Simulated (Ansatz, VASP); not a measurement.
HfC: VASP beside Ansatz

```xyz
4
Lattice="3.3299 0.0000 0.0000 -1.6650 2.8838 0.0000 0.0000 0.0000 5.2275" Properties=species:S:1:pos:R:3 pbc="T T T"
Hf    0.0000    1.9225    1.3069
Hf    1.6650    0.9613    3.9206
C     0.0000    0.0000    0.0000
C     0.0000    0.0000    2.6137
```

Alike in both runs: functional PBE; k mesh 12 × 12 × 8; occupations gaussian, width 0.05 eV; no spin polarisation.

Ansatz relaxed the structure, and its values are those at the end. VASP's run is a single point on that final structure, the one shown.

|  | VASP | Ansatz |
| --- | --- | --- |
| version | VASP 6.6.1 | Ansatz 0.2.0 |
| potentials or method | VASP PAW PBE potentials, release 64 (Hf_pv, C), cutoff 520 eV | scalar-relativistic, plane waves, PAW |
| valence electrons in the cell | 28 | 60 |

Ansatz gave:

```
gap on the k mesh at the Fermi level (eV) : none
pressure (GPa)                            : 0.0
```

Q: Which values does VASP return?

A: gap on the k mesh at the Fermi level (eV): none; pressure (GPa): -0.7.

A gap of «none» marks a metal or a gap that the smearing closes. The functional is the same, so the differences come from potentials, cutoffs and numerics. VASP's potentials hold 28 valence electrons a cell and Ansatz's 60, so a difference there can come from the potentials and not from the codes.

Neither program's run includes spin-orbit coupling.
